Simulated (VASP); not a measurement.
# TiAl3 (I4/mmm) in VASP: notebook

TiAl3 is run at these levels: LDA; tasks: single point.

Program: VASP 6.6.1. These are calculated values, not measurements. Logs are shortened: lines on timing, memory, paths and dates and some standing lists are left out, and cuts for length are marked.

## Step 1: The cell of the first run

Symmetry: I4/mmm, No. 139, tetragonal system. The conventional cell has a = 3.745 Å, b = 3.745 Å, c = 8.636 Å, α = 90.00°, β = 90.00°, γ = 90.00°. Within 3.5 Å of Ti (site symmetry 4/mmm) lie 12 Al at 2.65 to 2.86 Å. Within 3.5 Å of Al (site symmetry 4/mmm) lie 4 Ti at 2.65 Å and 8 Al at 2.86 Å. Within 3.5 Å of Al (site symmetry -4m2) lie 8 Al at 2.65 to 2.86 Å and 4 Ti at 2.86 Å.

## Step 2: Single point, LDA (15.14 Å³/atom)

Input file INCAR:

```
PREC     = Accurate       # precision mode
ENCUT    = 520            # plane-wave cutoff, eV
EDIFF    = 1E-7           # SCF threshold, eV
ISMEAR   = 0              # smearing method
SIGMA    = 0.15           # smearing width, eV
LREAL    = F              # projectors in reciprocal space
LASPH    = T              # aspherical terms in the spheres
NELM     = 60             # most SCF steps
ALGO     = Fast           # electronic algorithm
ISIF     = 2              # what is computed and relaxed
LWAVE    = F              # write WAVECAR
LCHARG   = T              # write CHGCAR
GGA      = CA             # functional
LELF     = T              # ELF
LVHAR    = T            
NBANDS   = 18             # bands
```

Input file KPOINTS:

```
Automatic mesh
0
Gamma
  16 16 16
```

Input file POSCAR:

```
TiAl3
1.0
   -1.8725878970      1.8725878970      4.3180004316
    1.8725878970     -1.8725878970      4.3180004316
    1.8725878970      1.8725878970     -4.3180004316
Ti Al
1 3
Direct
    0.0000000000      0.0000000000      0.0000000000
    0.5000000000      0.5000000000      0.0000000000
    0.7500000000      0.2500000000      0.5000000000
    0.2500000000      0.7500000000      0.5000000000
```

Potentials or basis: VASP PAW LDA potentials, release 64 (Ti_sv, Al).

Command:

```sh
cat potpaw_LDA.64/Ti_sv/POTCAR potpaw_LDA.64/Al/POTCAR > POTCAR
mpirun -np 1 vasp_std > vasp.out
```

OUTCAR:

```text
PREC = Accurate
   ENCUT = 520
   EDIFF = 1E-7
   ISMEAR = 0
   LREAL = F
   LASPH = T
   NELM = 60
   ISIF = 2
   GGA = CA

 ion  position               nearest neighbor table
   1  0.000  0.000  0.000-   2 2.65   2 2.65   2 2.65   2 2.65   4 2.86   3 2.86   4 2.86   4 2.86
                             3 2.86   3 2.86   4 2.86   3 2.86
   2  0.500  0.500  0.000-   1 2.65   1 2.65   1 2.65   1 2.65   4 2.86   3 2.86   4 2.86   3 2.86
                             4 2.86   4 2.86   3 2.86   3 2.86
   3  0.750  0.250  0.500-   4 2.65   4 2.65   4 2.65   4 2.65   2 2.86   1 2.86   2 2.86   1 2.86
                             2 2.86   2 2.86   1 2.86   1 2.86
   4  0.250  0.750  0.500-   3 2.65   3 2.65   3 2.65   3 2.65   2 2.86   1 2.86   2 2.86   2 2.86
                             1 2.86   1 2.86   2 2.86   1 2.86

  LATTYP: Found a body centered tetragonal cell.
 ALAT       =     3.7451757940
 C/A-ratio  =     2.3059000000

  Lattice vectors:

 A1 = (  -1.8725878970,   1.8725878970,   4.3180004316)
 A2 = (   1.8725878970,  -1.8725878970,   4.3180004316)
 A3 = (   1.8725878970,   1.8725878970,  -4.3180004316)

Analysis of symmetry for initial positions (statically):
=====================================================================
 Subroutine PRICEL returns:
 Original cell was already a primitive cell.

 Routine SETGRP: Setting up the symmetry group for a
 body centered tetragonal supercell.

 Subroutine GETGRP returns: Found 16 space group operations
 (whereof 16 operations were pure point group operations)
 out of a pool of 16 trial point group operations.

The static configuration has the point symmetry D_4h.

Analysis of symmetry for dynamics (positions and initial velocities):
=====================================================================
 Subroutine PRICEL returns:
 Original cell was already a primitive cell.

 Routine SETGRP: Setting up the symmetry group for a
 body centered tetragonal supercell.

 Subroutine GETGRP returns: Found 16 space group operations
 (whereof 16 operations were pure point group operations)
 out of a pool of 16 trial point group operations.

The dynamic configuration has the point symmetry D_4h.

 Subroutine INISYM returns: Found 16 space group operations
 (whereof 16 operations are pure point group operations),
 and found     1 'primitive' translations

----------------------------------------------------------------------------------------

                                     Primitive cell

  volume of cell :      60.5657

  direct lattice vectors                    reciprocal lattice vectors
    -1.872587897  1.872587897  4.318000432     0.000000000  0.267010163  0.115794338
     1.872587897 -1.872587897  4.318000432     0.267010163  0.000000000  0.115794338
     1.872587897  1.872587897 -4.318000432     0.267010163  0.267010163  0.000000000

  length of vectors
     5.065402115  5.065402115  5.065402115     0.291037379  0.291037379  0.377609394

  position of ions in fractional coordinates (direct lattice)
     0.000000000  0.000000000  0.000000000
     0.500000000  0.500000000  0.000000000
     0.750000000  0.250000000  0.500000000
     0.250000000  0.750000000  0.500000000

  ion indices of the primitive-cell ions
   primitive index   ion index
                 1           1
                 2           2
                 3           3
                 4           4

----------------------------------------------------------------------------------------

 KPOINTS: Automatic mesh

Automatic generation of k-mesh.
 Grid dimensions read from file:
 generate k-points for:   16   16   16

 Generating k-lattice:

  Cartesian coordinates                     Fractional coordinates (reciprocal lattice)
     0.000000000  0.016688135  0.007237146     0.062500000  0.000000000 -0.000000000
     0.016688135  0.000000000  0.007237146     0.000000000  0.062500000 -0.000000000
     0.016688135  0.016688135  0.000000000     0.000000000  0.000000000  0.062500000

  Length of vectors
     0.018189836  0.018189836  0.023600587

  Shift w.r.t. Gamma in fractional coordinates (k-lattice)
     0.000000000  0.000000000  0.000000000

 Subroutine IBZKPT returns following result:
 ===========================================

 Found    349 irreducible k-points:

 Following reciprocal coordinates:
            Coordinates               Weight
  0.000000  0.000000  0.000000      1.000000
  0.062500  0.000000  0.000000      8.000000
  0.125000  0.000000  0.000000      8.000000
  0.187500 -0.000000  0.000000      8.000000
  0.250000  0.000000  0.000000      8.000000
  0.312500  0.000000  0.000000      8.000000
[... 16 lines left out ...]
 -0.125000  0.062500  0.000000     16.000000
 -0.062500  0.062500  0.000000      4.000000
 [... further k-points ...]
   k-points           NKPTS =    349   k-points in BZ     NKDIM =    349   number of bands    NBANDS=     18
   number of dos      NEDOS =    301   number of ions     NIONS =      4
   total plane-waves  NPLWV =  64000
   dimension x,y,z NGX =    40 NGY =   40 NGZ =   40
   dimension x,y,z NGXF=    80 NGYF=   80 NGZF=   80
   ions per type =               1   3
   NGX,Y,Z   is equivalent  to a cutoff of  13.13, 13.13, 13.13 a.u.
   NGXF,Y,Z  is equivalent  to a cutoff of  26.26, 26.26, 26.26 a.u.
 SYSTEM =  unknown system
   PREC   = accura    normal or accurate (medium, high low for compatibility)
   ISTART =      0    job   : 0-new  1-cont  2-samecut
   ICHARG =      2    charge: 1-file 2-atom 10-const
   ISPIN  =      1    spin polarized calculation?
   LNONCOLLINEAR =      F non collinear calculations
   LSORBIT =      F    spin-orbit coupling
   LASPH  =      T    aspherical Exc in radial PAW
   ENCUT  =  520.0 eV  38.22 Ry    6.18 a.u.   9.42  9.42  9.42*2*pi/ulx,y,z
   NELM   =     60;   NELMIN=  2; NELMDL= -5     # of ELM steps
   EDIFF  = 0.1E-06   stopping-criterion for ELM
   LREAL  =      F    real-space projection
   EDIFFG = 0.1E-05   stopping-criterion for IOM
   NSW    =      0    number of steps for IOM
   IBRION =     -1    ionic relax: 0-MD 1-quasi-New 2-CG
   NFREE  =      0    steps in history (QN), initial steepest desc. (CG)
   ISIF   =      2    stress and relaxation
   ISYM   =      2    0-nonsym 1-usesym 2-fastsym
   POTIM  = 0.5000    time-step for ionic-motion
   TEBEG  =    0.0;   TEEND  =   0.0 temperature during run
   PSTRESS=    0.0 pullay stress
   NELECT =      21.0000    total number of electrons
   NUPDOWN=      -1.0000    fix difference up-down
   EMIN   =  10.00;   EMAX   =-10.00  energy-range for DOS
   EFERMI =   0.00;   METHOD = LEGACY
   ISMEAR =     0;   SIGMA  =   0.15  broadening in eV -4-tet -1-fermi 0-gaus
   EFERMI_NEDOS =   21; number of points for ismear=-14 and -15
   IALGO  =     68    algorithm
   IMIX   =      4    mixing-type and parameters
     AMIX     =   0.40;   BMIX     =  1.00
     AMIX_MAG =   1.60;   BMIX_MAG =  1.00
  volume/ion in A,a.u.               =      15.14       102.18
  Fermi-wavevector in a.u.,A,eV,Ry     =   1.150109  2.173390 17.997107  1.322750
  Thomas-Fermi vector in A             =   2.286775
   LORBIT       =      0    0 simple, 1 ext, 2 COOP (PROOUT), +10 PAW based schemes
   GGA     = CA    functional components
   LHFCALC =     F    Hartree Fock is set to
   AEXX    =    0.0000 exact exchange contribution
   IVDW    =     0    specifies the selected vdW correction
   LEPSILON=     F    determine dielectric tensor
   LRPA    =     F    only Hartree local field effects (RPA)
 non-spin polarized calculation
 RMM-DIIS sequential band-by-band and
 Gauss-broadening in eV      SIGMA  =   0.15
  energy-cutoff  :      520.00
  volume of cell :       60.57
 maximum number of plane-waves:      1652
 NGX is ok and might be reduce to    40
   NGX = 19   NGY = 19   NGZ = 19

 number of electron      21.0000003 magnetization

 Free energy of the ion-electron system (eV)
  ---------------------------------------------------
  ext. energy  EPLUGINS =         0.00000000
  ---------------------------------------------------
  free energy    TOTEN  =       -22.78539321 eV

  energy without entropy =      -22.76811208  energy(sigma->0) =      -22.77675265

 E-fermi :   8.4591     XC(G=0): -11.1164

 val. band max:        8.4527752481   @ k =  -0.4375   0.5000   0.3125
 cond. band min:       8.4596810242   @ k =  -0.3125  -0.3125   0.1250
 fundamental gap:      0.0069057762
 Fermi energy:         8.4591138957

 k-point     1 :       0.0000    0.0000    0.0000
  band No.  band energies     occupation
      1     -47.1814      2.00000
      2     -23.8897      2.00000
      3     -23.8897      2.00000
      4     -23.8258      2.00000
      5      -1.7850      2.00000
      6       5.3347      2.00000
[... 10 lines left out ...]
     17      12.3560      0.00000
     18      12.3566      0.00000

 k-point     2 :       0.0625    0.0000    0.0000
  band No.  band energies     occupation
      1     -47.1813      2.00000
      2     -23.8911      2.00000
      3     -23.8896      2.00000
      4     -23.8257      2.00000
      5      -1.7344      2.00000
      6       5.1012      2.00000
[... 10 lines left out ...]
     17      12.3738      0.00000
     18      12.6822      0.00000

 k-point     3 :       0.1250    0.0000    0.0000
  band No.  band energies     occupation
      1     -47.1811      2.00000
      2     -23.8952      2.00000
      3     -23.8893      2.00000
      4     -23.8255      2.00000
      5      -1.5835      2.00000
      6       4.7938      2.00000
[... 10 lines left out ...]
     17      12.4550      0.00000
     18      13.4333      0.00000

 k-point     4 :       0.1875   -0.0000    0.0000
  band No.  band energies     occupation
      1     -47.1808      2.00000
      2     -23.9013      2.00000
      3     -23.8889      2.00000
      4     -23.8252      2.00000
      5      -1.3339      2.00000
      6       4.4812      2.00000
[... 10 lines left out ...]
     17      12.6896      0.00000
     18      14.3198      0.00000

 k-point     5 :       0.2500    0.0000    0.0000
  band No.  band energies     occupation
      1     -47.1804      2.00000
      2     -23.9086      2.00000
      3     -23.8884      2.00000
      4     -23.8248      2.00000
      5      -0.9890      2.00000
      6       4.0746      2.00000
[... 10 lines left out ...]
     17      13.1410      0.00000
     18      14.4753      0.00000

 k-point     6 :       0.3125    0.0000    0.0000
  band No.  band energies     occupation
      1     -47.1800      2.00000
      2     -23.9158      2.00000
      3     -23.8879      2.00000
      4     -23.8244      2.00000
      5      -0.5531      2.00000
      6       3.4691      2.00000
[... 307 lines left out ...]
 k-point    21 :      -0.2500    0.0625    0.0000
  band No.  band energies     occupation
      1     -47.1803      2.00000
      2     -23.9084      2.00000
      3     -23.8898      2.00000
      4     -23.8245      2.00000
      5      -1.0005      2.00000
      6       4.3097      2.00000
[... 10 lines left out ...]
     17      13.0386      0.00000
     18      13.9532      0.00000

 k-point    22 :      -0.1875    0.0625   -0.0000
  band No.  band energies     occupation
      1     -47.1807      2.00000
      2     -23.9012      2.00000
      3     -23.8903      2.00000
      4     -23.8249      2.00000
      5      -1.3305      2.00000
      6       4.8072      2.00000
[... 10 lines left out ...]
     17      12.8495      0.00000
     18      14.3416      0.00000

 k-point    23 :      -0.1250    0.0625    0.0000
  band No.  band energies     occupation
      1     -47.1810      2.00000
      2     -23.8951      2.00000
      3     -23.8907      2.00000
      4     -23.8253      2.00000
      5      -1.5645      2.00000
      6       5.1672      2.00000
[... 10 lines left out ...]
     17      12.6671      0.00000
     18      13.4709      0.00000

 k-point    24 :      -0.0625    0.0625    0.0000
  band No.  band energies     occupation
      1     -47.1813      2.00000
      2     -23.8911      2.00000
      3     -23.8909      2.00000
      4     -23.8256      2.00000
      5      -1.6997      2.00000
      6       5.4093      2.00000
[... 10 lines left out ...]
     17      12.5357      0.00000
     18      12.7809      0.00000

 [... further k-points ...]

------------------------ aborting loop because EDIFF is reached ----------------------------------------

  FORCE on cell =-STRESS in cart. coord.  units (eV):
  Direction    XX          YY          ZZ          XY          YZ          ZX
  --------------------------------------------------------------------------------------
  -------------------------------------------------------------------------------------
  Total        0.8273962      0.8273962     -1.2331969      0.0000000     -0.0000000      0.0000000
  in kB       21.8875427     21.8875427    -32.6223990      0.0000000     -0.0000000      0.0000000
  external PRESSURE =       3.7175621 kB  Pullay stress =       0.0000000 kB

 VOLUME and BASIS-vectors are now :
 -----------------------------------------------------------------------------
  energy-cutoff  :      520.00
  volume of cell :       60.57
      direct lattice vectors                 reciprocal lattice vectors
    -1.872587897  1.872587897  4.318000432     0.000000000  0.267010163  0.115794338
     1.872587897 -1.872587897  4.318000432     0.267010163  0.000000000  0.115794338
     1.872587897  1.872587897 -4.318000432     0.267010163  0.267010163  0.000000000

 POSITION                                       TOTAL-FORCE (eV/Angst)
 -----------------------------------------------------------------------------------
      0.00000      0.00000      0.00000         0.000000      0.000000      0.000000
      0.00000      0.00000      4.31800         0.000000      0.000000      0.000000
     -0.00000      1.87259      2.15900        -0.000000     -0.000000     -0.000000
      1.87259     -0.00000      2.15900        -0.000000     -0.000000     -0.000000
 -----------------------------------------------------------------------------------
    total drift:                               -0.000000     -0.000000     -0.000000

  FREE ENERGIE OF THE ION-ELECTRON SYSTEM (eV)
  ---------------------------------------------------
  free  energy   TOTEN  =       -22.7853932144 eV

  energy  without entropy=      -22.7681120774  energy(sigma->0) =      -22.77675265
```

Wall time 28 min (1 thread of Intel Xeon Platinum 8488C (Sapphire Rapids), shared host); peak memory 0.48 GiB.

Results:

* Free energy: -22.7854 eV
* Pressure: 0.4 GPa
* Band gap on the k mesh: zero (an odd number of electrons rules out a gap without spin polarisation)

Caveat: the stress differs along the axes, from -3 to 2 GPa.

(Part 1 of 2 ends here.)
